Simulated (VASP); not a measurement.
# Sn (I4_1/amd) in VASP: notebook

Runs on Sn. Level: PBE. Tasks: single point.

All numbers are computed with VASP 6.6.1; they aren't measurements. Logs are shortened: lines on timing, memory, paths and dates and some standing lists are left out, and cuts for length are marked.

## Step 1: The cell of the first run

Symmetry: I4_1/amd, No. 141, tetragonal system. Conventional cell: a = 4.955 Å, b = 4.955 Å, c = 2.682 Å, α = 90.00°, β = 90.00°, γ = 90.00°. Sn (site symmetry -4m2) has 10 Sn at 2.57 to 3.19 Å within 3.4 Å.

## Step 2: Single point, PBE

File INCAR:

```
PREC     = Accurate       # precision mode
ENCUT    = 520            # plane-wave cutoff, eV
EDIFF    = 1E-7           # SCF threshold, eV
ISMEAR   = -1             # smearing method
SIGMA    = 0.05           # smearing width, eV
LREAL    = F              # projectors in reciprocal space
LASPH    = T              # aspherical terms in the spheres
NELM     = 100            # most SCF steps
ALGO     = Normal         # electronic algorithm
ISIF     = 2              # what is computed and relaxed
LWAVE    = F              # write WAVECAR
LCHARG   = T              # write CHGCAR
GGA      = PE             # functional
LELF     = T              # ELF
LVHAR    = T            
NBANDS   = 21             # bands
```

File KPOINTS:

```
Automatic mesh
0
Gamma
  13 13 13
```

File POSCAR:

```
Sn
1.0
   -2.4772792611      2.4772792611      1.3412309858
    2.4772792611     -2.4772792611      1.3412309858
    2.4772792611      2.4772792611     -1.3412309858
Sn
2
Direct
   -0.3750000000     -0.1250000000     -0.2500000000
    0.3750000000      0.1250000000      0.2500000000
```

Potentials or basis: VASP PAW PBE potentials, release 64 (Sn_d).

Started as:

```
cat potpaw_PBE.64/Sn_d/POTCAR > POTCAR
mpirun -np 1 vasp_std > vasp.out
```

OUTCAR:

```text
PREC = Accurate
   ENCUT = 520
   EDIFF = 1E-7
   ISMEAR = -1
   LREAL = F
   LASPH = T
   NELM = 100
   ISIF = 2
   GGA = PE

 ion  position               nearest neighbor table
   1  0.625  0.875  0.750-   2 2.57   2 2.57   2 2.57   2 2.57   2 3.19   2 3.19   2 3.19   2 3.19

   2  0.375  0.125  0.250-   1 2.57   1 2.57   1 2.57   1 2.57   1 3.19   1 3.19   1 3.19   1 3.19

  LATTYP: Found a body centered tetragonal cell.
 ALAT       =     4.9545585222
 C/A-ratio  =     0.5414129149

  Lattice vectors:

 A1 = (  -2.4772792611,   2.4772792611,   1.3412309858)
 A2 = (   2.4772792611,  -2.4772792611,   1.3412309858)
 A3 = (   2.4772792611,   2.4772792611,  -1.3412309858)

Analysis of symmetry for initial positions (statically):
=====================================================================
 Subroutine PRICEL returns:
 Original cell was already a primitive cell.

 Routine SETGRP: Setting up the symmetry group for a
 body centered tetragonal supercell.

 Subroutine GETGRP returns: Found 16 space group operations
 (whereof  4 operations were pure point group operations)
 out of a pool of 16 trial point group operations.

The static configuration has the point symmetry C_2h.
 The point group associated with its full space group is D_4h.

Analysis of symmetry for dynamics (positions and initial velocities):
=====================================================================
 Subroutine PRICEL returns:
 Original cell was already a primitive cell.

 Routine SETGRP: Setting up the symmetry group for a
 body centered tetragonal supercell.

 Subroutine GETGRP returns: Found 16 space group operations
 (whereof  4 operations were pure point group operations)
 out of a pool of 16 trial point group operations.

The dynamic configuration has the point symmetry C_2h.
 The point group associated with its full space group is D_4h.

 Subroutine INISYM returns: Found 16 space group operations
 (whereof  4 operations are pure point group operations),
 and found     1 'primitive' translations

----------------------------------------------------------------------------------------

                                     Primitive cell

  volume of cell :      32.9241

  direct lattice vectors                    reciprocal lattice vectors
    -2.477279261  2.477279261  1.341230986     0.000000000  0.201834330  0.372791865
     2.477279261 -2.477279261  1.341230986     0.201834330  0.000000000  0.372791865
     2.477279261  2.477279261 -1.341230986     0.201834330  0.201834330  0.000000000

  length of vectors
     3.751363170  3.751363170  3.751363170     0.423923190  0.423923190  0.285436847

  position of ions in fractional coordinates (direct lattice)
     0.625000000  0.875000000  0.750000000
     0.375000000  0.125000000  0.250000000

  ion indices of the primitive-cell ions
   primitive index   ion index
                 1           1
                 2           2

----------------------------------------------------------------------------------------

 KPOINTS: Automatic mesh

Automatic generation of k-mesh.
 Grid dimensions read from file:
 generate k-points for:   13   13   13

 Generating k-lattice:

  Cartesian coordinates                     Fractional coordinates (reciprocal lattice)
     0.000000000  0.015525718  0.028676297     0.076923077  0.000000000  0.000000000
     0.015525718  0.000000000  0.028676297     0.000000000  0.076923077  0.000000000
     0.015525718  0.015525718  0.000000000     0.000000000  0.000000000  0.076923077

  Length of vectors
     0.032609476  0.032609476  0.021956681

  Shift w.r.t. Gamma in fractional coordinates (k-lattice)
     0.000000000  0.000000000  0.000000000

 Subroutine IBZKPT returns following result:
 ===========================================

 Found    196 irreducible k-points:

 Following reciprocal coordinates:
            Coordinates               Weight
  0.000000  0.000000  0.000000      1.000000
  0.076923  0.000000  0.000000      8.000000
  0.153846  0.000000 -0.000000      8.000000
  0.230769 -0.000000  0.000000      8.000000
  0.307692  0.000000 -0.000000      8.000000
  0.384615  0.000000  0.000000      8.000000
[... 16 lines left out ...]
  0.384615  0.153846  0.000000     16.000000
  0.461538  0.153846  0.000000     16.000000
 [... further k-points ...]
   k-points           NKPTS =    196   k-points in BZ     NKDIM =    196   number of bands    NBANDS=     21
   number of dos      NEDOS =    301   number of ions     NIONS =      2
   total plane-waves  NPLWV =  21952
   dimension x,y,z NGX =    28 NGY =   28 NGZ =   28
   dimension x,y,z NGXF=    56 NGYF=   56 NGZF=   56
   ions per type =               2
   NGX,Y,Z   is equivalent  to a cutoff of  12.41, 12.41, 12.41 a.u.
   NGXF,Y,Z  is equivalent  to a cutoff of  24.82, 24.82, 24.82 a.u.
 SYSTEM =  unknown system
   PREC   = accura    normal or accurate (medium, high low for compatibility)
   ISTART =      0    job   : 0-new  1-cont  2-samecut
   ICHARG =      2    charge: 1-file 2-atom 10-const
   ISPIN  =      1    spin polarized calculation?
   LNONCOLLINEAR =      F non collinear calculations
   LSORBIT =      F    spin-orbit coupling
   LASPH  =      T    aspherical Exc in radial PAW
   ENCUT  =  520.0 eV  38.22 Ry    6.18 a.u.   6.98  6.98  6.98*2*pi/ulx,y,z
   NELM   =    100;   NELMIN=  2; NELMDL= -5     # of ELM steps
   EDIFF  = 0.1E-06   stopping-criterion for ELM
   LREAL  =      F    real-space projection
   EDIFFG = 0.1E-05   stopping-criterion for IOM
   NSW    =      0    number of steps for IOM
   IBRION =     -1    ionic relax: 0-MD 1-quasi-New 2-CG
   NFREE  =      0    steps in history (QN), initial steepest desc. (CG)
   ISIF   =      2    stress and relaxation
   ISYM   =      2    0-nonsym 1-usesym 2-fastsym
   POTIM  = 0.5000    time-step for ionic-motion
   TEBEG  =    0.0;   TEEND  =   0.0 temperature during run
   PSTRESS=    0.0 pullay stress
   NELECT =      28.0000    total number of electrons
   NUPDOWN=      -1.0000    fix difference up-down
   EMIN   =  10.00;   EMAX   =-10.00  energy-range for DOS
   EFERMI =   0.00;   METHOD = LEGACY
   ISMEAR =    -1;   SIGMA  =   0.05  broadening in eV -4-tet -1-fermi 0-gaus
   EFERMI_NEDOS =   21; number of points for ismear=-14 and -15
   IALGO  =     38    algorithm
   IMIX   =      4    mixing-type and parameters
     AMIX     =   0.40;   BMIX     =  1.00
     AMIX_MAG =   1.60;   BMIX_MAG =  1.00
  volume/ion in A,a.u.               =      16.46       111.09
  Fermi-wavevector in a.u.,A,eV,Ry     =   1.551040  2.931041 32.731878  2.405725
  Thomas-Fermi vector in A             =   2.655617
   LORBIT       =      0    0 simple, 1 ext, 2 COOP (PROOUT), +10 PAW based schemes
   GGA     = PE    functional components
   LHFCALC =     F    Hartree Fock is set to
   AEXX    =    0.0000 exact exchange contribution
   IVDW    =     0    specifies the selected vdW correction
   LEPSILON=     F    determine dielectric tensor
   LRPA    =     F    only Hartree local field effects (RPA)
 non-spin polarized calculation
  energy-cutoff  :      520.00
  volume of cell :       32.92
 maximum number of plane-waves:       903
   NGX = 13   NGY = 13   NGZ = 13

 number of electron      28.0000001 magnetization

 Free energy of the ion-electron system (eV)
  ---------------------------------------------------
  ext. energy  EPLUGINS =         0.00000000
  ---------------------------------------------------
  free energy    TOTEN  =        -3.33260049 eV

  energy without entropy =       -3.32878196  energy(sigma->0) =       -3.33069123

 E-fermi :  16.1602     XC(G=0): -12.8982

 val. band max:       16.1230141192   @ k =   0.3846   0.2308  -0.0000
 cond. band min:      16.1697590791   @ k =   0.0769   0.0769   0.0769
 fundamental gap:      0.0467449599
 Fermi energy:        16.1602258223

 k-point     1 :       0.0000    0.0000    0.0000
  band No.  band energies     occupation
      1      -7.3336      2.00000
      2      -7.0119      2.00000
      3      -6.9963      2.00000
      4      -6.8888      2.00000
      5      -6.1786      2.00000
      6      -6.1786      2.00000
[... 13 lines left out ...]
     20      28.8121      0.00000
     21      29.0244      0.00000

 k-point     2 :       0.0769    0.0000    0.0000
  band No.  band energies     occupation
      1      -7.3203      2.00000
      2      -6.9901      2.00000
      3      -6.9521      2.00000
      4      -6.8284      2.00000
      5      -6.2343      2.00000
      6      -6.2286      2.00000
[... 13 lines left out ...]
     20      26.5824      0.00000
     21      27.1428      0.00000

 k-point     3 :       0.1538    0.0000   -0.0000
  band No.  band energies     occupation
      1      -7.2792      2.00000
      2      -6.9296      2.00000
      3      -6.8386      2.00000
      4      -6.6772      2.00000
      5      -6.3410      2.00000
      6      -6.2923      2.00000
[... 13 lines left out ...]
     20      25.7088      0.00000
     21      25.7951      0.00000

 k-point     4 :       0.2308   -0.0000    0.0000
  band No.  band energies     occupation
      1      -7.2178      2.00000
      2      -6.8473      2.00000
      3      -6.7273      2.00000
      4      -6.5440      2.00000
      5      -6.4614      2.00000
      6      -6.2827      2.00000
[... 13 lines left out ...]
     20      24.7836      0.00000
     21      26.7102      0.00000

 k-point     5 :       0.3077    0.0000   -0.0000
  band No.  band energies     occupation
      1      -7.1566      2.00000
      2      -6.7872      2.00000
      3      -6.6945      2.00000
      4      -6.5780      2.00000
      5      -6.5417      2.00000
      6      -6.3049      2.00000
[... 13 lines left out ...]
     20      24.0895      0.00000
     21      28.1494      0.00000

 k-point     6 :       0.3846    0.0000    0.0000
  band No.  band energies     occupation
      1      -7.1102      2.00000
      2      -6.8076      2.00000
      3      -6.7210      2.00000
      4      -6.6656      2.00000
      5      -6.5201      2.00000
      6      -6.3671      2.00000
[... 13 lines left out ...]
     20      23.9591      0.00000
     21      29.8547      0.00000

 k-point     7 :       0.4615   -0.0000    0.0000
  band No.  band energies     occupation
      1      -7.0781      2.00000
      2      -6.8452      2.00000
      3      -6.8116      2.00000
      4      -6.6579      2.00000
      5      -6.4700      2.00000
      6      -6.4027      2.00000
[... 13 lines left out ...]
     20      25.8966      0.00000
     21      29.5657      0.00000
[... 291 lines left out ...]
      1      -7.1961      2.00000
      2      -6.7984      2.00000
      3      -6.7167      2.00000
      4      -6.5304      2.00000
      5      -6.4143      2.00000
      6      -6.3838      2.00000
[... 13 lines left out ...]
     20      25.3031      0.00000
     21      25.8083      0.00000

 k-point    21 :       0.2308    0.1538   -0.0000
  band No.  band energies     occupation
      1      -7.1632      2.00000
      2      -6.8000      2.00000
      3      -6.7234      2.00000
      4      -6.5327      2.00000
      5      -6.5141      2.00000
      6      -6.4337      2.00000
[... 13 lines left out ...]
     20      25.1937      0.00000
     21      26.8423      0.00000

 k-point    22 :       0.3077    0.1538    0.0000
  band No.  band energies     occupation
      1      -7.1395      2.00000
      2      -6.8527      2.00000
      3      -6.6804      2.00000
      4      -6.6354      2.00000
      5      -6.4707      2.00000
      6      -6.4522      2.00000
[... 13 lines left out ...]
     20      25.2185      0.00000
     21      28.2154      0.00000

 k-point    23 :       0.3846    0.1538    0.0000
  band No.  band energies     occupation
      1      -7.1034      2.00000
      2      -6.8594      2.00000
      3      -6.7569      2.00000
      4      -6.6032      2.00000
      5      -6.4766      2.00000
      6      -6.3933      2.00000
[... 13 lines left out ...]
     20      26.2433      0.00000
     21      28.7501      0.00000

 k-point    24 :       0.4615    0.1538    0.0000
  band No.  band energies     occupation
      1      -7.0667      2.00000
      2      -6.8201      2.00000
      3      -6.7799      2.00000
      4      -6.6039      2.00000
      5      -6.4525      2.00000
      6      -6.3748      2.00000
[... 13 lines left out ...]
     20      26.5277      0.00000
     21      27.8789      0.00000

 [... further k-points ...]

------------------------ aborting loop because EDIFF is reached ----------------------------------------

  FORCE on cell =-STRESS in cart. coord.  units (eV):
  Direction    XX          YY          ZZ          XY          YZ          ZX
  --------------------------------------------------------------------------------------
  -------------------------------------------------------------------------------------
  Total       20.0326370     20.0326370     20.0593724     -0.0000000     -0.0000000      0.0000000
  in kB      974.8441763    974.8441763    976.1451932     -0.0000000     -0.0000000      0.0000000
  external PRESSURE =     975.2778486 kB  Pullay stress =       0.0000000 kB

 VOLUME and BASIS-vectors are now :
 -----------------------------------------------------------------------------
  energy-cutoff  :      520.00
  volume of cell :       32.92
      direct lattice vectors                 reciprocal lattice vectors
    -2.477279261  2.477279261  1.341230986     0.000000000  0.201834330  0.372791865
     2.477279261 -2.477279261  1.341230986     0.201834330  0.000000000  0.372791865
     2.477279261  2.477279261 -1.341230986     0.201834330  0.201834330  0.000000000

 POSITION                                       TOTAL-FORCE (eV/Angst)
 -----------------------------------------------------------------------------------
      2.47728      1.23864      1.00592         0.000000     -0.000000     -0.000000
     -0.00000      1.23864      0.33531        -0.000000      0.000000      0.000000
 -----------------------------------------------------------------------------------
    total drift:                                0.000000      0.000000     -0.000000

  FREE ENERGIE OF THE ION-ELECTRON SYSTEM (eV)
  ---------------------------------------------------
  free  energy   TOTEN  =        -3.3326004946 eV

  energy  without entropy=       -3.3287819580  energy(sigma->0) =       -3.33069123
```

Wall time 75 s (1 thread of Intel Xeon 6975P-C (Granite Rapids), shared host); peak memory 0.23 GiB.

Results:

```
Free energy            : -3.3326 eV
Pressure               : 97.5 GPa
Band gap on the k mesh : zero (bands 14 and 15 overlap by 7.20 eV)
```

Levels at points of the mesh, in eV from the Fermi level:
```csv
k point,band 11,band 12,band 13,band 14,band 15,band 16,band 17,band 18
"(0.00, 0.00, 0.00)",-16.18,-3.91,-3.91,-1.99,1.92,8.40,8.40,11.04
```

Caveat: the cell stands under pressure; spin-orbit coupling is left out, which moves the levels of the heavy elements.

## Step 3: Single point, PBE (16.46 Å³/atom)

File INCAR:

```
SYSTEM = Sn
ALGO = Normal
EDIFF = 1E-6
ENCUT = 520
GGA = PE
ISIF = 2
ISMEAR = -1
LASPH = .True.
LCHARG = .True.
LELF = .True.
LREAL = .False.
LVHAR = .True.
LWAVE = .False.
NBANDS = 21
NELM = 100
PREC = Accurate
SIGMA = 0.05
```

File KPOINTS:

```
k-points
0
Gamma
  13 13 13
  0 0 0
```

POSCAR is that of step 2.

Potentials or basis: VASP PAW PBE potentials, release 64 (Sn_d).

Started as:

```
cat potpaw_PBE.64/Sn_d/POTCAR > POTCAR
mpirun -np 1 vasp_std > vasp.out
```

Wall time 62 s (1 thread of Intel Xeon 6975P-C (Granite Rapids), shared host); peak memory 0.23 GiB.

The run converged. Its results:

* Free energy: -3.3326 eV
* Pressure: 97.4 GPa
* Band gap on the k mesh: zero (bands 14 and 15 overlap by 7.20 eV)

Stress tensor (GPa, compression positive):
```
97.38  0.00  0.00
 0.00 97.38  0.00
 0.00  0.00 97.52
```

Levels at points of the mesh, in eV from the Fermi level:
```csv
k point,band 10,band 11,band 12,band 13,band 14,band 15,band 16,band 17,band 18,band 19
"(0.00, 0.00, 0.00)",-21.64,-16.18,-3.91,-3.91,-1.99,1.92,8.40,8.40,11.04,11.05
```

Caveat: the cell stands under pressure; spin-orbit coupling is left out, which moves the levels of the heavy elements.

## Step 4: Single point, PBE

This run uses another cell than the first one, of 19.30 Å³/atom.

File INCAR:

```
ALGO = Normal ; EDIFF = 1E-7
ENCUT = 520 ; GGA = PE
ISIF = 2 ; ISMEAR = -1
LASPH = True ; LCHARG = False
LREAL = False ; LWAVE = False
NBANDS = 21 ; NELM = 100
PREC = Accurate ; SIGMA = 0.05
```

File KPOINTS:

```
k-points
0
Gamma
  13 13 13
```

File POSCAR:

```
Sn
1.0
   -2.6101575147      2.6101575147      1.4164491833
    2.6101575147     -2.6101575147      1.4164491833
    2.6101575147      2.6101575147     -1.4164491833
Sn
2
Direct
   -0.3750000000     -0.1250000000     -0.2500000000
    0.3750000000      0.1250000000      0.2500000000
```

Started as:

```
cat potpaw_PBE.64/Sn_d/POTCAR > POTCAR
mpirun -np 1 vasp_std > vasp.out
```

Wall time 97 s (1 thread of Intel Xeon 6975P-C (Granite Rapids), shared host); peak memory 0.25 GiB.

It converged, with:

```
Free energy            : -5.7845 eV
Pressure               : 46.8 GPa
Band gap on the k mesh : zero (bands 14 and 15 overlap by 6.11 eV)
```

Levels at points of the mesh, in eV from the Fermi level:
```csv
k point,band 10,band 11,band 12,band 13,band 14,band 15,band 16,band 17,band 18,band 19
"(0.00, 0.00, 0.00)",-21.37,-14.26,-3.15,-3.15,-2.56,2.31,7.85,7.85,9.56,9.62
```

Caveat: the cell stands under pressure; spin-orbit coupling is left out, which moves the levels of the heavy elements.

## Step 5: Single point, PBE (19.30 Å³/atom)

This run uses another cell than the first one, of 19.30 Å³/atom.

File INCAR:

```
SYSTEM = Sn
  PREC = Accurate
  ENCUT = 520
  EDIFF = 1E-6
  ISMEAR = -1
  SIGMA = 0.05
  LREAL = .False.
  LASPH = .True.
  NELM = 100
  ALGO = Normal
  ISIF = 2
  LWAVE = .False.
  LCHARG = .True.
  GGA = PE
  LELF = .True.
  LVHAR = .True.
  NBANDS = 21
```

File KPOINTS:

```
regular mesh
0
Gamma
  13 13 13
  0 0 0
```

POSCAR is that of step 4.

Started as:

```
cat potpaw_PBE.64/Sn_d/POTCAR > POTCAR
mpirun -np 1 vasp_std > vasp.out
```

Run time: 84 s. Hardware: 1 thread of Intel Xeon 6975P-C (Granite Rapids), shared host; peak memory 0.25 GiB.

Results (log left out):

- Free energy: -5.7845 eV
- Pressure: 46.8 GPa
- Band gap on the k mesh: zero (bands 14 and 15 overlap by 6.11 eV)

Stress tensor (GPa, compression positive):
```
46.73  0.00  0.00
 0.00 46.73  0.00
 0.00  0.00 46.81
```

Levels at points of the mesh, in eV from the Fermi level:
```
           k point  band 12  band 13  band 14  band 15  band 16  band 17
(0.00, 0.00, 0.00)    -3.15    -3.15    -2.56     2.31     7.85     7.85
```

Caveat: the cell stands under pressure; spin-orbit coupling is left out, which moves the levels of the heavy elements.
